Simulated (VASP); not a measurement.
# Au in VASP: relaxation of the atoms with r2SCAN

Aim: the relaxation of the atoms of Au with r2SCAN.

Everything below comes from runs of VASP 6.6.1. Logs are shortened: lines on timing, memory, paths and dates and some standing lists are left out, and cuts for length are marked.

**1. The cell of the first run**

The cell holds a slab with vacuum, 4 atoms: a = 2.916 Å, b = 2.916 Å, c = 24.143 Å, α = 90.00°, β = 90.00°, γ = 120.00°.

**2. Relaxation of the atoms, r2SCAN**

The input, POSCAR:

```
Au
1.0
    2.9162060726      0.0000000000      0.0000000000
   -1.4581030363      2.5255085416      0.0000000000
    0.0000000000      0.0000000000     24.1432168628
Au
4
Selective dynamics
Direct
    0.6666666667      0.3333333333      0.3520657603  F F F
    0.3333333333      0.6666666667      0.4506885868  F F F
    0.0000000000      0.0000000000      0.5493114132  T T T
    0.6666666667      0.3333333333      0.6479342397  T T T
```

The input, INCAR.step1:

```
PREC = Accurate
ENCUT = 520
ISMEAR = 0
SIGMA = 0.1
LREAL = F
LASPH = T
NELM = 60
LDIPOL = T
IDIPOL = 3
DIPOL = 0.5 0.5 0.500
GGA = PE
ALGO = Normal
EDIFF = 1E-4
LWAVE = T
LCHARG = F
KPAR = 4
```

The input, INCAR.step2:

```
PREC = Accurate
ENCUT = 520
EDIFF = 1E-6
ISMEAR = 0
SIGMA = 0.1
LREAL = F
LASPH = T
NELM = 60
ALGO = Normal
ISIF = 2
LWAVE = F
LCHARG = F
LDIPOL = T
IDIPOL = 3
DIPOL = 0.5 0.5 0.500
METAGGA = R2SCAN
LMIXTAU = T
IBRION = 2
NSW = 90
EDIFFG = -0.03
ISTART = 1
KPAR = 4
```

The input, KPOINTS:

```
regular mesh
0
Gamma
  12 12 1
```

Potentials or basis: VASP PAW PBE potentials, release 64 (Au).

Command:

```bash
$ cat potpaw_PBE.64/Au/POTCAR > POTCAR
$ cp INCAR.step1 INCAR
$ mpirun -np 4 vasp_std > vasp.out
$ cp INCAR.step2 INCAR
$ mpirun -np 4 vasp_std > vasp.out
```

OUTCAR:

```text
PREC = Accurate
   ENCUT = 520
   EDIFF = 1E-6
   ISMEAR = 0
   LREAL = F
   LASPH = T
   NELM = 60
   ISIF = 2
   METAGGA = R2SCAN
   IBRION = 2
   NSW = 90
   EDIFFG = -0.03
   ISTART = 1

 ion  position               nearest neighbor table
   1  0.667  0.333  0.352-   2 2.92   2 2.92   2 2.92
   2  0.333  0.667  0.451-   3 2.92   3 2.92   3 2.92   1 2.92   1 2.92   1 2.92
   3  0.000  0.000  0.549-   2 2.92   2 2.92   2 2.92   4 2.92   4 2.92   4 2.92
   4  0.667  0.333  0.648-   3 2.92   3 2.92   3 2.92

  LATTYP: Found a hexagonal cell.
 ALAT       =     2.9162060726
 C/A-ratio  =     8.2789817529

  Lattice vectors:

 A1 = (   2.9162060726,   0.0000000000,   0.0000000000)
 A2 = (  -1.4581030363,   2.5255085416,   0.0000000000)
 A3 = (   0.0000000000,   0.0000000000,  24.1432168628)

Analysis of symmetry for initial positions (statically):
=====================================================================
 Subroutine PRICEL returns:
 Original cell was already a primitive cell.

 Routine SETGRP: Setting up the symmetry group for a
 hexagonal supercell.

 Subroutine GETGRP returns: Found 12 space group operations
 (whereof  6 operations were pure point group operations)
 out of a pool of 24 trial point group operations.

The static configuration has the point symmetry C_3v.
 The point group associated with its full space group is D_3d.

Analysis of symmetry for dynamics (positions and initial velocities):
=====================================================================
 Subroutine PRICEL returns:
 Original cell was already a primitive cell.

 Routine SETGRP: Setting up the symmetry group for a
 hexagonal supercell.

 Subroutine GETGRP returns: Found 12 space group operations
 (whereof  6 operations were pure point group operations)
 out of a pool of 24 trial point group operations.

The dynamic configuration has the point symmetry C_3v.
 The point group associated with its full space group is D_3d.

Analysis of constrained symmetry for selective dynamics:
=====================================================================
 Subroutine PRICEL returns:
 Original cell was already a primitive cell.

 Routine SETGRP: Setting up the symmetry group for a
 hexagonal supercell.

 Subroutine GETGRP returns: Found  6 space group operations
 (whereof  6 operations were pure point group operations)
 out of a pool of 24 trial point group operations.

The constrained configuration has the point symmetry C_3v.

 Subroutine INISYM returns: Found  6 space group operations
 (whereof  6 operations are pure point group operations),
 and found     1 'primitive' translations

----------------------------------------------------------------------------------------

                                     Primitive cell

  volume of cell :     177.8125

  direct lattice vectors                    reciprocal lattice vectors
     2.916206073  0.000000000  0.000000000     0.342911295  0.197979928  0.000000000
    -1.458103036  2.525508542  0.000000000     0.000000000  0.395959857  0.000000000
     0.000000000  0.000000000 24.143216863     0.000000000  0.000000000  0.041419501

  length of vectors
     2.916206073  2.916206073 24.143216863     0.395959857  0.395959857  0.041419501

  position of ions in fractional coordinates (direct lattice)
     0.666666667  0.333333333  0.352065760
     0.333333333  0.666666667  0.450688587
     0.000000000  0.000000000  0.549311413
     0.666666667  0.333333333  0.647934240

  ion indices of the primitive-cell ions
   primitive index   ion index
                 1           1
                 2           2
                 3           3
                 4           4

----------------------------------------------------------------------------------------

 KPOINTS: regular mesh

Automatic generation of k-mesh.
 Grid dimensions read from file:
 generate k-points for:   12   12    1

 Generating k-lattice:

  Cartesian coordinates                     Fractional coordinates (reciprocal lattice)
     0.028575941  0.016498327  0.000000000     0.083333333  0.000000000  0.000000000
     0.000000000  0.032996655  0.000000000     0.000000000  0.083333333  0.000000000
     0.000000000  0.000000000  0.041419501     0.000000000  0.000000000  1.000000000

  Length of vectors
     0.032996655  0.032996655  0.041419501

  Shift w.r.t. Gamma in fractional coordinates (k-lattice)
     0.000000000  0.000000000  0.000000000

 Subroutine IBZKPT returns following result:
 ===========================================

 Found     19 irreducible k-points:

 Following reciprocal coordinates:
            Coordinates               Weight
  0.000000  0.000000  0.000000      1.000000
  0.083333  0.000000  0.000000      6.000000
  0.166667  0.000000  0.000000      6.000000
  0.250000  0.000000  0.000000      6.000000
  0.333333  0.000000  0.000000      6.000000
  0.416667  0.000000  0.000000      6.000000
[... 11 lines left out ...]
  0.333333  0.250000  0.000000     12.000000
  0.333333  0.333333  0.000000      2.000000
   k-points           NKPTS =     19   k-points in BZ     NKDIM =     19   number of bands    NBANDS=     26
   number of dos      NEDOS =    301   number of ions     NIONS =      4
   total plane-waves  NPLWV = 103680
   dimension x,y,z NGX =    24 NGY =   24 NGZ =  180
   dimension x,y,z NGXF=    48 NGYF=   48 NGZF=  360
   ions per type =               4
   NGX,Y,Z   is equivalent  to a cutoff of  13.68, 13.68, 12.39 a.u.
   NGXF,Y,Z  is equivalent  to a cutoff of  27.36, 27.36, 24.79 a.u.
 SYSTEM =  unknown system
   PREC   = accura    normal or accurate (medium, high low for compatibility)
   ISTART =      1    job   : 0-new  1-cont  2-samecut
   ICHARG =      0    charge: 1-file 2-atom 10-const
   ISPIN  =      1    spin polarized calculation?
   LNONCOLLINEAR =      F non collinear calculations
   LSORBIT =      F    spin-orbit coupling
   LASPH  =      T    aspherical Exc in radial PAW
   ENCUT  =  520.0 eV  38.22 Ry    6.18 a.u.   5.42  5.42 44.89*2*pi/ulx,y,z
   NELM   =     60;   NELMIN=  2; NELMDL=  0     # of ELM steps
   EDIFF  = 0.1E-05   stopping-criterion for ELM
   LREAL  =      F    real-space projection
   EDIFFG = -.3E-01   stopping-criterion for IOM
   NSW    =     90    number of steps for IOM
   IBRION =      2    ionic relax: 0-MD 1-quasi-New 2-CG
   NFREE  =      1    steps in history (QN), initial steepest desc. (CG)
   ISIF   =      2    stress and relaxation
   ISYM   =      2    0-nonsym 1-usesym 2-fastsym
   POTIM  = 0.5000    time-step for ionic-motion
   TEBEG  =    0.0;   TEEND  =   0.0 temperature during run
   PSTRESS=    0.0 pullay stress
   NELECT =      44.0000    total number of electrons
   NUPDOWN=      -1.0000    fix difference up-down
   EMIN   =  10.00;   EMAX   =-10.00  energy-range for DOS
   EFERMI =   0.00;   METHOD = LEGACY
   ISMEAR =     0;   SIGMA  =   0.10  broadening in eV -4-tet -1-fermi 0-gaus
   EFERMI_NEDOS =   21; number of points for ismear=-14 and -15
   IALGO  =     38    algorithm
   IMIX   =      4    mixing-type and parameters
     AMIX     =   0.40;   BMIX     =  1.00
     AMIX_MAG =   1.60;   BMIX_MAG =  1.00
  volume/ion in A,a.u.               =      44.45       299.98
  Fermi-wavevector in a.u.,A,eV,Ry     =   1.027791  1.942244 14.372585  1.056355
  Thomas-Fermi vector in A             =   2.161755
   LORBIT       =      0    0 simple, 1 ext, 2 COOP (PROOUT), +10 PAW based schemes
   METAGGA = R2SCAN    functional components
   LHFCALC =     F    Hartree Fock is set to
   AEXX    =    0.0000 exact exchange contribution
   IVDW    =     0    specifies the selected vdW correction
   LEPSILON=     F    determine dielectric tensor
   LRPA    =     F    only Hartree local field effects (RPA)
 conjugate gradient relaxation of ions
 non-spin polarized calculation
 Gauss-broadening in eV      SIGMA  =   0.10
  energy-cutoff  :      520.00
  volume of cell :      177.81
 maximum number of plane-waves:      4865
 NGX is ok and might be reduce to    24
   NGX = 11   NGY = 11   NGZ = 89

--------------------------------------- Ionic step        1  -------------------------------------------

 number of electron      44.0000001 magnetization

 Free energy of the ion-electron system (eV)
  ---------------------------------------------------
  ext. energy  EPLUGINS =         0.00000000
  ---------------------------------------------------
  free energy    TOTEN  =      -201.56166167 eV

  energy without entropy =     -201.55505905  energy(sigma->0) =     -201.55836036

------------------------ aborting loop because EDIFF is reached ----------------------------------------

  FORCE on cell =-STRESS in cart. coord.  units (eV):
  Direction    XX          YY          ZZ          XY          YZ          ZX
  --------------------------------------------------------------------------------------
  -------------------------------------------------------------------------------------
  Total       -2.3195798     -2.3195798     -0.1680763     -0.0000000      0.0000000     -0.0000000
  in kB      -20.9005498    -20.9005498     -1.5144498     -0.0000000      0.0000000     -0.0000000
  external PRESSURE =     -14.4385165 kB  Pullay stress =       0.0000000 kB
[... 63 lines left out ...]
--------------------------------------- Ionic step        3  -------------------------------------------

 number of electron      43.9999999 magnetization

------------------------ aborting loop because EDIFF is reached ----------------------------------------

 vacuum level on the upper side and lower side of the slab       (xc-potential included)         0.002        -0.012

  FORCE on cell =-STRESS in cart. coord.  units (eV):
  Direction    XX          YY          ZZ          XY          YZ          ZX
  --------------------------------------------------------------------------------------
  -------------------------------------------------------------------------------------
  Total       -2.3372203     -2.3372203     -0.1796840     -0.0000000      0.0000000      0.0000000
  in kB      -21.0594992    -21.0594992     -1.6190407     -0.0000000      0.0000000      0.0000000
  external PRESSURE =     -14.5793464 kB  Pullay stress =       0.0000000 kB

 VOLUME and BASIS-vectors are now :
 -----------------------------------------------------------------------------
  energy-cutoff  :      520.00
  volume of cell :      177.81
      direct lattice vectors                 reciprocal lattice vectors
     2.916206073  0.000000000  0.000000000     0.342911295  0.197979928  0.000000000
    -1.458103036  2.525508542  0.000000000     0.000000000  0.395959857  0.000000000
     0.000000000  0.000000000 24.143216863     0.000000000  0.000000000  0.041419501
[... 48 lines left out ...]
  FREE ENERGIE OF THE ION-ELECTRON SYSTEM (eV)
  ---------------------------------------------------
  free  energy   TOTEN  =      -201.5632234960 eV

  energy  without entropy=     -201.5564145950  energy(sigma->0) =     -201.55981905

 dipolmoment           0.000000      0.000000      0.000249 electrons x Angstroem

--------------------------------------- Ionic step        5  -------------------------------------------

 number of electron      44.0000000 magnetization

 dipolmoment           0.000000      0.000000     -0.000030 electrons x Angstroem

 Free energy of the ion-electron system (eV)
  ---------------------------------------------------
  ext. energy  EPLUGINS =         0.00000000
  ---------------------------------------------------
  free energy    TOTEN  =      -201.56329067 eV

  energy without entropy =     -201.55654016  energy(sigma->0) =     -201.55991542

 E-fermi :   0.3781     XC(G=0):  -5.8997

 val. band max:        0.3417997077   @ k =   0.4167   0.0833   0.0000
 cond. band min:       0.4945979594   @ k =   0.5000   0.0000   0.0000
 fundamental gap:      0.1527982518
 Fermi energy:         0.3781248176

 k-point     1 :       0.0000    0.0000    0.0000
  band No.  band energies     occupation
      1      -8.9377      2.00000
      2      -7.7727      2.00000
      3      -6.8511      2.00000
      4      -6.8041      2.00000
      5      -4.4046      2.00000
      6      -4.3182      2.00000
[... 540 lines left out ...]
     25       5.3580      0.00000
     26       5.3614      0.00000

------------------------ aborting loop because EDIFF is reached ----------------------------------------

 vacuum level on the upper side and lower side of the slab       (xc-potential included)        -0.030        -0.028

  FORCE on cell =-STRESS in cart. coord.  units (eV):
  Direction    XX          YY          ZZ          XY          YZ          ZX
  --------------------------------------------------------------------------------------
  -------------------------------------------------------------------------------------
  Total       -2.2764502     -2.2764502     -0.0969082     -0.0000000      0.0000000      0.0000000
  in kB      -20.5119315    -20.5119315     -0.8731903     -0.0000000      0.0000000      0.0000000
  external PRESSURE =     -13.9656844 kB  Pullay stress =       0.0000000 kB

 VOLUME and BASIS-vectors are now :
 -----------------------------------------------------------------------------
  energy-cutoff  :      520.00
  volume of cell :      177.81
      direct lattice vectors                 reciprocal lattice vectors
     2.916206073  0.000000000  0.000000000     0.342911295  0.197979928  0.000000000
    -1.458103036  2.525508542  0.000000000     0.000000000  0.395959857  0.000000000
     0.000000000  0.000000000 24.143216863     0.000000000  0.000000000  0.041419501
[... 10 lines left out ...]
  FREE ENERGIE OF THE ION-ELECTRON SYSTEM (eV)
  ---------------------------------------------------
  free  energy   TOTEN  =      -201.5632906680 eV

  energy  without entropy=     -201.5565401642  energy(sigma->0) =     -201.55991542

 reached required accuracy - stopping structural energy minimisation

 vacuum level on the upper side and lower side of the slab         5.482         5.488
```

Wall time 22 min (4 MPI ranks of AMD EPYC 7R43 (Zen 3), shared host); peak memory 0.36 GiB.

What came out:

- Free energy: -201.5633 eV
- Energy gained by relaxing: 0.4 meV/atom
- Ionic steps: 5
- Band gap on the k mesh: zero (bands 22 and 23 overlap by 5.14 eV)

Step by step:
```tsv
step	energy change (eV)	largest force on free atoms (eV/Å)	pressure (GPa)
1	0.0000	0.1515	-1.44
2	-0.0009	0.0949	-1.45
3	-0.0015	0.0403	-1.46
4	-0.0016	0.0367	-1.44
5	-0.0016	0.0270	-1.40
```

Final structure:
```
Au
1.0
     2.91621    0.00000    0.00000
    -1.45810    2.52551    0.00000
     0.00000    0.00000   24.14322
Au
4
Direct
  0.66667 0.33333 0.35207
  0.33333 0.66667 0.45069
  0.00000 0.00000 0.54835
  0.66667 0.33333 0.64770
```

Caveat: the PAW data sets were made with another functional, which shifts forces and pressure a little; spin-orbit coupling is left out, which moves the levels of the heavy elements.

The gap in the log of VASP goes by the Fermi energy; the results here count the filled bands.